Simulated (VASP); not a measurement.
Set up this calculation in VASP 6.6.1, as the native input.

```
Task                   : single point
Functional             : PBEsol
Potentials or basis    : VASP PAW PBE potentials, release 64 (Sc_sv)
Cutoff                 : 520 eV
k mesh                 : 18 × 18 × 10
Occupations            : gaussian, width 0.15 eV
Spin                   : no spin polarisation
Dipole correction      : no
Further INCAR settings : ALGO = Fast; EDIFF = 1e-06; NBANDS = 18
```

The structure of Sc lies in POSCAR:

```
Sc
1.0
    3.4080618342      0.0000000000      0.0000000000
   -1.7040309171      2.9514681261      0.0000000000
    0.0000000000      0.0000000000      5.2680000000
Sc
2
Direct
    0.3333333333      0.6666666667      0.2500000000
    0.6666666667      0.3333333333      0.7500000000
```

This cell differs from its parent crystal: strain +0.030 along x and y, +0.000 along z.

These files were run (other wordings do the same):

INCAR

```
SYSTEM = Sc
ALGO = Fast
EDIFF = 1E-6
ENCUT = 520
GGA = PS
ISIF = 2
ISMEAR = 0
LASPH = .True.
LCHARG = .False.
LREAL = .False.
LWAVE = .False.
NBANDS = 18
NELM = 100
PREC = Accurate
SIGMA = 0.15
```

KPOINTS

```
k-points
0
Gamma
  18 18 10
  0 0 0
```

Potentials or basis: VASP PAW PBE potentials, release 64 (Sc_sv).

Run with:

```console
$ cat potpaw_PBE.64/Sc_sv/POTCAR > POTCAR
$ mpirun -np 1 vasp_std > vasp.out
```

It gave:

The pressure is -5.3 GPa. The band gap on the k mesh is zero (band 11 reaches 4.12 eV, above the bottom of band 12 at 2.72 eV).

Caveat: the cell differs from its parent crystal (strain +0.030 along x and y, +0.000 along z); the PAW data sets were made with another functional, which shifts forces and pressure a little.

Wall time 3.1 min on 1 thread of Intel(R) Xeon(R) Platinum 8559C (Emerald Rapids), with other jobs on the host, peak memory 0.3 GiB.
